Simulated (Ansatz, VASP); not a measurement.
**Cu: VASP beside Ansatz**

```
CELL_PARAMETERS angstrom
0.00000 2.08661 1.35629
2.08661 0.00000 1.35629
2.08661 2.08661 0.00000
ATOMIC_POSITIONS crystal
Cu 0.00000 0.00000 0.00000
```

Alike in both runs: task single point; functional PBEsol; k mesh 24 × 24 × 24; occupations gaussian, width 0.15 eV; no spin polarisation.

```csv
,VASP,Ansatz
version,VASP 6.6.1,Ansatz 0.2.0
potentials or method,"VASP PAW PBE potentials, release 64 (Cu), cutoff 520 eV","scalar-relativistic, plane waves, PAW"
valence electrons in the cell,11,19
```

|  | VASP | Ansatz | Ansatz less VASP |
| --- | --- | --- | --- |
| gap on the k mesh at the Fermi level (eV) | none | none | - |
| pressure (GPa) | -5.0 | -5.7 | -0.77 |
| traceless stress, the component that is largest in VASP (GPa) | 0.23 | 0.20 | -0.034 |

VASP's potentials were made for PBE, not for PBEsol. A gap of «none» marks a metal or a gap that the smearing closes. VASP's potentials hold 11 valence electrons a cell and Ansatz's 19, so a difference there can come from the potentials and not from the codes.
